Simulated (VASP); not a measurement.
# VN (Fm-3m) in VASP: notebook

VN is run at these levels: r2SCAN; tasks: single point.

Program: VASP 6.6.1. These are calculated values, not measurements. Logs are shortened: lines on timing, memory, paths and dates and some standing lists are left out, and cuts for length are marked.

### 1 The cell of the first run

It takes space group Fm-3m (No. 225, cubic). The conventional cell has a = 4.138 Å, b = 4.138 Å, c = 4.138 Å, α = 90.00°, β = 90.00°, γ = 90.00°. Within 2.7 Å of V (site symmetry m-3m) lie 6 N at 2.07 Å. Within 2.7 Å of N (site symmetry m-3m) lie 6 V at 2.07 Å.

### 2 Single point, r2SCAN

POSCAR reads:

```
VN
1.0
    0.0000000000      2.0691300000      2.0691300000
    2.0691300000      0.0000000000      2.0691300000
    2.0691300000      2.0691300000      0.0000000000
V N
1 1
Direct
    0.0000000000      0.0000000000      0.0000000000
    0.5000000000      0.5000000000      0.5000000000
```

INCAR.step1 reads:

```
SYSTEM = VN
PREC = Accurate
ENCUT = 660
ISMEAR = -1
SIGMA = 0.1
LREAL = .False.
LASPH = .True.
NELM = 120
NBANDS = 16
GGA = PE
ALGO = Normal
EDIFF = 1E-5
LWAVE = .True.
LCHARG = .False.
GGA_COMPAT = .False.
```

INCAR.step2 reads:

```
SYSTEM = VN
PREC = Accurate
ENCUT = 660
EDIFF = 1E-6
ISMEAR = -1
SIGMA = 0.1
LREAL = .False.
LASPH = .True.
NELM = 120
ALGO = Normal
ISIF = 2
LWAVE = .False.
LCHARG = .False.
METAGGA = R2SCAN
LMIXTAU = .True.
NBANDS = 16
ISTART = 1
GGA_COMPAT = .False.
```

KPOINTS reads:

```
Automatic mesh
0
Gamma
  4 4 4
  0.5 0.5 0.5
```

Potentials or basis: VASP PAW PBE potentials, release 64 (V_sv, N).

The run is started by

```bash
> cat potpaw_PBE.64/V_sv/POTCAR potpaw_PBE.64/N/POTCAR > POTCAR
> cp INCAR.step1 INCAR
> mpirun -np 1 vasp_std > vasp.out
> cp INCAR.step2 INCAR
> mpirun -np 1 vasp_std > vasp.out
```

OUTCAR:

```text
SYSTEM = VN
   PREC = Accurate
   ENCUT = 660
   EDIFF = 1E-6
   ISMEAR = -1
   LREAL = .False.
   LASPH = .True.
   NELM = 120
   ISIF = 2
   METAGGA = R2SCAN
   ISTART = 1

 ion  position               nearest neighbor table
   1  0.000  0.000  0.000-   2 2.07   2 2.07   2 2.07   2 2.07   2 2.07   2 2.07
   2  0.500  0.500  0.500-   1 2.07   1 2.07   1 2.07   1 2.07   1 2.07   1 2.07

  LATTYP: Found a face centered cubic cell.
 ALAT       =     4.1382600000

  Lattice vectors:

 A1 = (   0.0000000000,   2.0691300000,   2.0691300000)
 A2 = (   2.0691300000,   0.0000000000,   2.0691300000)
 A3 = (   2.0691300000,   2.0691300000,   0.0000000000)

Analysis of symmetry for initial positions (statically):
=====================================================================
 Subroutine PRICEL returns:
 Original cell was already a primitive cell.

 Routine SETGRP: Setting up the symmetry group for a
 face centered cubic supercell.

 Subroutine GETGRP returns: Found 48 space group operations
 (whereof 48 operations were pure point group operations)
 out of a pool of 48 trial point group operations.

The static configuration has the point symmetry O_h .

Analysis of symmetry for dynamics (positions and initial velocities):
=====================================================================
 Subroutine PRICEL returns:
 Original cell was already a primitive cell.

 Routine SETGRP: Setting up the symmetry group for a
 face centered cubic supercell.

 Subroutine GETGRP returns: Found 48 space group operations
 (whereof 48 operations were pure point group operations)
 out of a pool of 48 trial point group operations.

The dynamic configuration has the point symmetry O_h .

 Subroutine INISYM returns: Found 48 space group operations
 (whereof 48 operations are pure point group operations),
 and found     1 'primitive' translations

----------------------------------------------------------------------------------------

                                     Primitive cell

  volume of cell :      17.7171

  direct lattice vectors                    reciprocal lattice vectors
     0.000000000  2.069130000  2.069130000    -0.241647456  0.241647456  0.241647456
     2.069130000  0.000000000  2.069130000     0.241647456 -0.241647456  0.241647456
     2.069130000  2.069130000  0.000000000     0.241647456  0.241647456 -0.241647456

  length of vectors
     2.926191708  2.926191708  2.926191708     0.418545671  0.418545671  0.418545671

  position of ions in fractional coordinates (direct lattice)
     0.000000000  0.000000000  0.000000000
     0.500000000  0.500000000  0.500000000

  ion indices of the primitive-cell ions
   primitive index   ion index
                 1           1
                 2           2

----------------------------------------------------------------------------------------

 KPOINTS: Automatic mesh

Automatic generation of k-mesh.
 Grid dimensions read from file:
 generate k-points for:    4    4    4

 Generating k-lattice:

  Cartesian coordinates                     Fractional coordinates (reciprocal lattice)
    -0.060411864  0.060411864  0.060411864     0.250000000  0.000000000  0.000000000
     0.060411864 -0.060411864  0.060411864     0.000000000  0.250000000  0.000000000
     0.060411864  0.060411864 -0.060411864     0.000000000  0.000000000  0.250000000

  Length of vectors
     0.104636418  0.104636418  0.104636418

  Shift w.r.t. Gamma in fractional coordinates (k-lattice)
     0.500000000  0.500000000  0.500000000

 Subroutine IBZKPT returns following result:
 ===========================================

 Found     10 irreducible k-points:

 Following reciprocal coordinates:
            Coordinates               Weight
  0.125000  0.125000  0.125000      8.000000
  0.375000  0.125000  0.125000     24.000000
 -0.375000  0.125000  0.125000     24.000000
 -0.125000  0.125000  0.125000     24.000000
  0.375000  0.375000  0.125000     24.000000
 -0.375000  0.375000  0.125000     48.000000
 -0.125000  0.375000  0.125000     48.000000
 -0.375000 -0.375000  0.125000     24.000000
  0.375000  0.375000  0.375000      8.000000
 -0.375000  0.375000  0.375000     24.000000
   k-points           NKPTS =     10   k-points in BZ     NKDIM =     10   number of bands    NBANDS=     16
   number of dos      NEDOS =    301   number of ions     NIONS =      2
   total plane-waves  NPLWV =  21952
   dimension x,y,z NGX =    28 NGY =   28 NGZ =   28
   dimension x,y,z NGXF=    56 NGYF=   56 NGZF=   56
   ions per type =               1   1
   NGX,Y,Z   is equivalent  to a cutoff of  15.91, 15.91, 15.91 a.u.
   NGXF,Y,Z  is equivalent  to a cutoff of  31.82, 31.82, 31.82 a.u.
 SYSTEM =  VN
   PREC   = accura    normal or accurate (medium, high low for compatibility)
   ISTART =      1    job   : 0-new  1-cont  2-samecut
   ICHARG =      0    charge: 1-file 2-atom 10-const
   ISPIN  =      1    spin polarized calculation?
   LNONCOLLINEAR =      F non collinear calculations
   LSORBIT =      F    spin-orbit coupling
   LASPH  =      T    aspherical Exc in radial PAW
   ENCUT  =  660.0 eV  48.51 Ry    6.96 a.u.   6.13  6.13  6.13*2*pi/ulx,y,z
   NELM   =    120;   NELMIN=  2; NELMDL=  0     # of ELM steps
   EDIFF  = 0.1E-05   stopping-criterion for ELM
   LREAL  =      F    real-space projection
   EDIFFG = 0.1E-04   stopping-criterion for IOM
   NSW    =      0    number of steps for IOM
   IBRION =     -1    ionic relax: 0-MD 1-quasi-New 2-CG
   NFREE  =      0    steps in history (QN), initial steepest desc. (CG)
   ISIF   =      2    stress and relaxation
   ISYM   =      2    0-nonsym 1-usesym 2-fastsym
   POTIM  = 0.5000    time-step for ionic-motion
   TEBEG  =    0.0;   TEEND  =   0.0 temperature during run
   PSTRESS=    0.0 pullay stress
   NELECT =      18.0000    total number of electrons
   NUPDOWN=      -1.0000    fix difference up-down
   EMIN   =  10.00;   EMAX   =-10.00  energy-range for DOS
   EFERMI =   0.00;   METHOD = LEGACY
   ISMEAR =    -1;   SIGMA  =   0.10  broadening in eV -4-tet -1-fermi 0-gaus
   EFERMI_NEDOS =   21; number of points for ismear=-14 and -15
   IALGO  =     38    algorithm
   IMIX   =      4    mixing-type and parameters
     AMIX     =   0.40;   BMIX     =  1.00
     AMIX_MAG =   1.60;   BMIX_MAG =  1.00
  volume/ion in A,a.u.               =       8.86        59.78
  Fermi-wavevector in a.u.,A,eV,Ry     =   1.645765  3.110045 36.851969  2.708543
  Thomas-Fermi vector in A             =   2.735507
   LORBIT       =      0    0 simple, 1 ext, 2 COOP (PROOUT), +10 PAW based schemes
   METAGGA = R2SCAN    functional components
   LHFCALC =     F    Hartree Fock is set to
   AEXX    =    0.0000 exact exchange contribution
   IVDW    =     0    specifies the selected vdW correction
   LEPSILON=     F    determine dielectric tensor
   LRPA    =     F    only Hartree local field effects (RPA)
 non-spin polarized calculation
  energy-cutoff  :      660.00
  volume of cell :       17.72
 maximum number of plane-waves:       687
 NGX is ok and might be reduce to    28
   NGX = 13   NGY = 13   NGZ = 13

 number of electron      18.0000002 magnetization

 Free energy of the ion-electron system (eV)
  ---------------------------------------------------
  ext. energy  EPLUGINS =         0.00000000
  ---------------------------------------------------
  free energy    TOTEN  =       -25.64224296 eV

  energy without entropy =      -25.59066541  energy(sigma->0) =      -25.61645419

 E-fermi :  11.8768     XC(G=0): -14.4680

 val. band max:       11.7503644362   @ k =  -0.1250   0.1250   0.1250
 cond. band min:      11.9576647122   @ k =  -0.3750   0.3750   0.3750
 fundamental gap:      0.2073002760
 Fermi energy:        11.8768193497

 k-point     1 :       0.1250    0.1250    0.1250
  band No.  band energies     occupation
      1     -56.2198      2.00000
      2     -28.8221      2.00000
      3     -28.7560      2.00000
      4     -28.7560      2.00000
      5      -6.7975      2.00000
      6       7.8206      2.00000
[... 8 lines left out ...]
     15      26.4373      0.00000
     16      31.8041      0.00000

 k-point     2 :       0.3750    0.1250    0.1250
  band No.  band energies     occupation
      1     -56.1800      2.00000
      2     -29.0517      2.00000
      3     -28.8342      2.00000
      4     -28.7709      2.00000
      5      -5.5012      2.00000
      6       4.6127      2.00000
[... 8 lines left out ...]
     15      25.2399      0.00000
     16      28.1779      0.00000

 k-point     3 :      -0.3750    0.1250    0.1250
  band No.  band energies     occupation
      1     -56.1566      2.00000
      2     -29.1962      2.00000
      3     -28.8339      2.00000
      4     -28.8101      2.00000
      5      -4.6017      2.00000
      6       3.1392      2.00000
[... 8 lines left out ...]
     15      26.3018      0.00000
     16      26.8542      0.00000

 k-point     4 :      -0.1250    0.1250    0.1250
  band No.  band energies     occupation
      1     -56.1966      2.00000
      2     -28.9424      2.00000
      3     -28.7953      2.00000
      4     -28.7854      2.00000
      5      -6.1154      2.00000
      6       5.5416      2.00000
[... 8 lines left out ...]
     15      25.9098      0.00000
     16      30.0817      0.00000

 k-point     5 :       0.3750    0.3750    0.1250
  band No.  band energies     occupation
      1     -56.1638      2.00000
      2     -29.0634      2.00000
      3     -28.8624      2.00000
      4     -28.8512      2.00000
      5      -5.4174      2.00000
      6       4.3894      2.00000
[... 8 lines left out ...]
     15      25.7215      0.00000
     16      26.7639      0.00000

 k-point     6 :      -0.3750    0.3750    0.1250
  band No.  band energies     occupation
      1     -56.1405      2.00000
      2     -29.0903      2.00000
      3     -28.9831      2.00000
      4     -28.8823      2.00000
      5      -4.9141      2.00000
      6       4.7191      2.00000
[... 8 lines left out ...]
     15      25.0615      0.00000
     16      25.4488      0.00000

 k-point     7 :      -0.1250    0.3750    0.1250
  band No.  band energies     occupation
      1     -56.1568      2.00000
      2     -29.1143      2.00000
      3     -28.9018      2.00000
      4     -28.8197      2.00000
      5      -4.9547      2.00000
      6       3.9580      2.00000
[... 8 lines left out ...]
     15      25.1711      0.00000
     16      26.5687      0.00000

 k-point     8 :      -0.3750   -0.3750    0.1250
  band No.  band energies     occupation
      1     -56.1406      2.00000
      2     -29.1274      2.00000
      3     -28.9292      2.00000
      4     -28.8908      2.00000
      5      -5.2358      2.00000
      6       4.7812      2.00000
[... 8 lines left out ...]
     15      25.0796      0.00000
     16      25.8737      0.00000

 k-point     9 :       0.3750    0.3750    0.3750
  band No.  band energies     occupation
      1     -56.1702      2.00000
      2     -29.1617      2.00000
      3     -28.7869      2.00000
      4     -28.7869      2.00000
      5      -4.9644      2.00000
      6       3.5327      2.00000
[... 8 lines left out ...]
     15      26.1396      0.00000
     16      28.0864      0.00000

 k-point    10 :      -0.3750    0.3750    0.3750
  band No.  band energies     occupation
      1     -56.1471      2.00000
      2     -29.1222      2.00000
      3     -28.9606      2.00000
      4     -28.8269      2.00000
      5      -4.7225      2.00000
      6       3.8875      2.00000
[... 8 lines left out ...]
     15      24.8890      0.00000
     16      26.3507      0.00000

------------------------ aborting loop because EDIFF is reached ----------------------------------------

  FORCE on cell =-STRESS in cart. coord.  units (eV):
  Direction    XX          YY          ZZ          XY          YZ          ZX
  --------------------------------------------------------------------------------------
  -------------------------------------------------------------------------------------
  Total       -0.8331144     -0.8331144     -0.8331144     -0.0000000     -0.0000000      0.0000000
  in kB      -75.3393558    -75.3393558    -75.3393558     -0.0000000     -0.0000000      0.0000000
  external PRESSURE =     -75.3393558 kB  Pullay stress =       0.0000000 kB

 VOLUME and BASIS-vectors are now :
 -----------------------------------------------------------------------------
  energy-cutoff  :      660.00
  volume of cell :       17.72
      direct lattice vectors                 reciprocal lattice vectors
     0.000000000  2.069130000  2.069130000    -0.241647456  0.241647456  0.241647456
     2.069130000  0.000000000  2.069130000     0.241647456 -0.241647456  0.241647456
     2.069130000  2.069130000  0.000000000     0.241647456  0.241647456 -0.241647456

 POSITION                                       TOTAL-FORCE (eV/Angst)
 -----------------------------------------------------------------------------------
      0.00000      0.00000      0.00000         0.000000      0.000000     -0.000000
      2.06913      2.06913      2.06913         0.000000     -0.000000      0.000000
 -----------------------------------------------------------------------------------
    total drift:                                0.000000      0.000000      0.000000

  FREE ENERGIE OF THE ION-ELECTRON SYSTEM (eV)
  ---------------------------------------------------
  free  energy   TOTEN  =       -25.6422429646 eV

  energy  without entropy=      -25.5906654110  energy(sigma->0) =      -25.61645419
```

It took 48 s on 1 thread of AMD EPYC 7R43 (Zen 3), shared host; peak memory 0.13 GiB.

What came out:

```
Free energy            : -25.6422 eV
Pressure               : -7.5 GPa
Band gap on the k mesh : zero (bands 9 and 10 overlap by 1.43 eV)
```

Levels at points of the mesh, in eV from the Fermi level:
```csv
k point,band 6,band 7,band 8,band 9,band 10,band 11,band 12,band 13
"(0.12, 0.12, 0.12)",-4.06,-3.68,-3.68,-1.17,-1.17,-0.75,0.96,0.96
```

Caveat: the k points lie up to 0.66 Å⁻¹ apart, too coarse for converged energies and pressures of a metal; the PAW data sets were made with another functional, which shifts forces and pressure a little; the run has no spin polarisation, though such a crystal can be magnetic. With open d or f shells a metallic result of r2SCAN can be an artefact of self-interaction; +U or a hybrid may open a gap.

### 3 Single point, r2SCAN, collinear spin, ferromagnetic start

POSCAR is that of step 2.

INCAR.step1 reads:

```
PREC     = Accurate       # precision mode
ENCUT    = 660            # plane-wave cutoff, eV
ISMEAR   = -1             # smearing method
SIGMA    = 0.1            # smearing width, eV
LREAL    = F              # projectors in reciprocal space
LASPH    = T              # aspherical terms in the spheres
NELM     = 200            # most SCF steps
ISPIN    = 2              # spin polarisation
MAGMOM   = 2 0            # initial moments
LMAXMIX  = 4              # l up to which the mixer works
NBANDS   = 20             # bands
GGA      = PE             # functional
ALGO     = Normal         # electronic algorithm
EDIFF    = 1E-5           # SCF threshold, eV
LWAVE    = T              # write WAVECAR
LCHARG   = F              # write CHGCAR
GGA_COMPAT= F
```

INCAR.step2 reads:

```
PREC     = Accurate       # precision mode
ENCUT    = 660            # plane-wave cutoff, eV
EDIFF    = 1E-6           # SCF threshold, eV
ISMEAR   = -1             # smearing method
SIGMA    = 0.1            # smearing width, eV
LREAL    = F              # projectors in reciprocal space
LASPH    = T              # aspherical terms in the spheres
NELM     = 200            # most SCF steps
ALGO     = Normal         # electronic algorithm
ISIF     = 2              # what is computed and relaxed
LWAVE    = F              # write WAVECAR
LCHARG   = F              # write CHGCAR
ISPIN    = 2              # spin polarisation
MAGMOM   = 2 0            # initial moments
LORBIT   = 11             # projections on sites
LMAXMIX  = 4              # l up to which the mixer works
METAGGA  = R2SCAN         # meta-GGA
LMIXTAU  = T            
NBANDS   = 20             # bands
ISTART   = 1            
GGA_COMPAT= F
```

KPOINTS is that of step 2.

Potentials or basis: VASP PAW PBE potentials, release 64 (V_sv, N).

The run is started by

```bash
> cat potpaw_PBE.64/V_sv/POTCAR potpaw_PBE.64/N/POTCAR > POTCAR
> cp INCAR.step1 INCAR
> mpirun -np 1 vasp_std > vasp.out
> cp INCAR.step2 INCAR
> mpirun -np 1 vasp_std > vasp.out
```

Run time: 90 s. Hardware: 1 thread of AMD EPYC 7R43 (Zen 3), shared host; peak memory 0.16 GiB.

It converged, with:

| Property | Result |
| --- | --- |
| Free energy | -25.6422 eV |
| Pressure | -7.5 GPa |
| Band gap on the k mesh | zero (filled and empty bands overlap) |
| Net moment | 0.00 μB per cell |
| Valence electrons inside the program's atomic spheres | V 11.60; N 3.78 |

Levels at points of the mesh, in eV from the Fermi level:
Spin up:
```tsv
k point	band 7	band 8	band 9	band 10	band 11	band 12
(0.12, 0.12, 0.12)	-3.68	-3.68	-1.17	-1.17	-0.75	0.96
```
Spin down:
```tsv
k point	band 6	band 7	band 8	band 9	band 10	band 11	band 12	band 13
(0.12, 0.12, 0.12)	-4.06	-3.68	-3.68	-1.17	-1.17	-0.75	0.96	0.96
```

Caveat: the k points lie up to 0.66 Å⁻¹ apart, too coarse for converged energies and pressures of a metal; the PAW data sets were made with another functional, which shifts forces and pressure a little.
